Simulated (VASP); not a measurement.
SiMo3:

```xyz
8
Lattice="4.8897 0.0000 0.0000 0.0000 4.8897 0.0000 0.0000 0.0000 4.8897" Properties=species:S:1:pos:R:3 pbc="T T T"
Si    2.4448    2.4448    2.4448
Si    0.0000    0.0000    0.0000
Mo    0.0000    2.4448    1.2224
Mo    0.0000    2.4448    3.6673
Mo    2.4448    3.6673    0.0000
Mo    2.4448    1.2224    0.0000
Mo    3.6673    0.0000    2.4448
Mo    1.2224    0.0000    2.4448
```

| Quantity | Value |
| --- | --- |
| Program | VASP 6.6.1 |
| Task | relaxation of cell and atoms |
| Functional | PBEsol |
| Potentials or basis | VASP PAW PBE potentials, release 64 (Si, Mo_sv) |
| Cutoff | 600 eV |
| k mesh | 8 × 8 × 8 |
| Occupations | gaussian, width 0.1 eV |
| Spin | no spin polarisation |

At the start: pressure -4.0 GPa; volume 14.61 Å³/atom.

Q: Where does the relaxation end?

A: Over 4 steps the energy falls by 2.8 meV/atom and the volume is 14.39 Å³/atom (-1.5 %); space group Pm-3n (No. 223, to 0.1 Å) before and after.

The path:
| step | energy change (eV) | largest force (eV/Å) | pressure (GPa) | volume (Å³) |
| --- | --- | --- | --- | --- |
| 1 | 0.0000 | 0.0000 | -3.96 | 116.91 |
| 2 | 0.1166 | 0.0000 | 10.90 | 110.91 |
| 3 | -0.0223 | 0.0000 | -0.08 | 115.16 |
| 4 | -0.0223 | 0.0000 | 0.01 | 115.12 |

Final structure:
```cif
data_structure
_symmetry_space_group_name_H-M 'P 1'
_symmetry_Int_Tables_number 1
_cell_length_a 4.8647
_cell_length_b 4.8647
_cell_length_c 4.8647
_cell_angle_alpha 90.000
_cell_angle_beta 90.000
_cell_angle_gamma 90.000
_cell_volume 115.12
loop_
_atom_site_label
_atom_site_type_symbol
_atom_site_fract_x
_atom_site_fract_y
_atom_site_fract_z
_atom_site_occupancy
Si1 Si 0.50000 0.50000 0.50000 1
Si2 Si 0.00000 0.00000 0.00000 1
Mo1 Mo 0.00000 0.50000 0.25000 1
Mo2 Mo 0.00000 0.50000 0.75000 1
Mo3 Mo 0.50000 0.75000 0.00000 1
Mo4 Mo 0.50000 0.25000 0.00000 1
Mo5 Mo 0.75000 0.00000 0.50000 1
Mo6 Mo 0.25000 0.00000 0.50000 1
```

Caveat: the PAW data sets were made with another functional, which shifts forces and pressure a little.
